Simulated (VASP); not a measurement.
A run of VASP 6.6.1 is set up as follows.

File INCAR:

```
PREC     = Accurate       # precision mode
ENCUT    = 520            # plane-wave cutoff, eV
EDIFF    = 1E-6           # SCF threshold, eV
ISMEAR   = 0              # smearing method
SIGMA    = 0.1            # smearing width, eV
LREAL    = F              # projectors in reciprocal space
LASPH    = T              # aspherical terms in the spheres
NELM     = 150            # most SCF steps
ALGO     = Normal         # electronic algorithm
ISIF     = 2              # what is computed and relaxed
LWAVE    = F              # write WAVECAR
LCHARG   = T              # write CHGCAR
ISPIN    = 2              # spin polarisation
MAGMOM   = 4 -4 -4 4 4 -4 3 -3 3 3 # initial moments
LORBIT   = 11             # projections on sites
LMAXMIX  = 4              # l up to which the mixer works
GGA      = PE             # functional
LELF     = T              # ELF
LVHAR    = T            
NBANDS   = 57             # bands
```

The input KPOINTS:

```
regular mesh
0
Gamma
  6 6 1
```

Contents of POSCAR:

```
Fe3Co2
1.0
    2.4816090275     -0.0000000028      0.0000000000
   -1.2408045113      2.1491364615      0.0000000000
    0.0000000000      0.0000000000     19.9294564272
Fe Co
6 4
Direct
    0.3333333333      0.6666666667      0.9504110629
    0.3333333333      0.6666666667      0.3525153137
    0.3333333333      0.6666666667      0.5501846096
    0.6666666667      0.3333333333      0.6474848920
    0.6666666667      0.3333333333      0.0495888316
    0.6666666667      0.3333333333      0.4498118031
    0.3333333333      0.6666666667      0.7468543946
    0.3333333333      0.6666666667      0.1508088274
    0.6666666667      0.3333333333      0.8491941025
    0.6666666667      0.3333333333      0.2531461627
```

Potentials or basis: VASP PAW PBE potentials, release 64 (Fe, Co).

Run with:

```bash
$ cat potpaw_PBE.64/Fe/POTCAR potpaw_PBE.64/Co/POTCAR > POTCAR
$ mpirun -np 1 vasp_std > vasp.out
```

**Question.** Estimate the net moment.

**Answer.** 3.67 μB per cell.

**Question.** Predict the largest force.

**Answer.** 0.984 eV/Å.

**Question.** Estimate the pressure.

**Answer.** 1.8 GPa.

Forces on the atoms (eV/Å):
```
Fe   0.000  0.000 -0.775
Fe   0.000  0.000  0.128
Fe   0.000  0.000 -0.051
Fe   0.000  0.000  0.015
Fe   0.000  0.000  0.984
Fe   0.000  0.000  0.102
Co   0.000  0.000  0.019
Co   0.000  0.000  0.135
Co   0.000  0.000 -0.185
Co   0.000  0.000 -0.371
```

Caveat: the k points lie up to 0.49 Å⁻¹ apart.
